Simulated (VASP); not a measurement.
Input of a VASP 6.6.1 run:

File INCAR:

```
  PREC = Accurate
  ENCUT = 600
  EDIFF = 1E-7
  ISMEAR = 0
  SIGMA = 0.1
  LREAL = F
  LASPH = T
  NELM = 60
  ALGO = Normal
  ISIF = 3
  LWAVE = F
  LCHARG = F
  GGA = PE
  IBRION = 2
  NSW = 100
  EDIFFG = -0.01
```

The input KPOINTS:

```
regular mesh
0
Gamma
  10 10 10
```

POSCAR

```
MgSi3N
1.0
    4.2381683936      0.0000000000      0.0000000000
    0.0000000000      4.2381683936      0.0000000000
    0.0000000000      0.0000000000      4.0029059199
Mg Si N
1 3 1
Direct
    0.0000000000      0.0000000000      0.9915111124
    0.0000000000      0.5000000000      0.4795595943
    0.5000000000      0.0000000000      0.4795595943
    0.5000000000      0.5000000000      0.1319507548
    0.5000000000      0.5000000000      0.6900189642
```

Potentials or basis: VASP PAW PBE potentials, release 64 (Mg, Si, N).

Launch:

```bash
$ cat potpaw_PBE.64/Mg/POTCAR potpaw_PBE.64/Si/POTCAR potpaw_PBE.64/N/POTCAR > POTCAR
$ mpirun -np 1 vasp_std > vasp.out
```

(1) What does it give for the relaxed cell?

(2) Predict the space group after relaxing (to 0.05 Å).

(3) Predict the relaxed volume.

Answers

(1) a = 4.194 Å, b = 4.194 Å, c = 4.069 Å, α = 90.00°, β = 90.00°, γ = 90.00°.

(2) P4mm (No. 99).

(3) 14.31 Å³/atom.
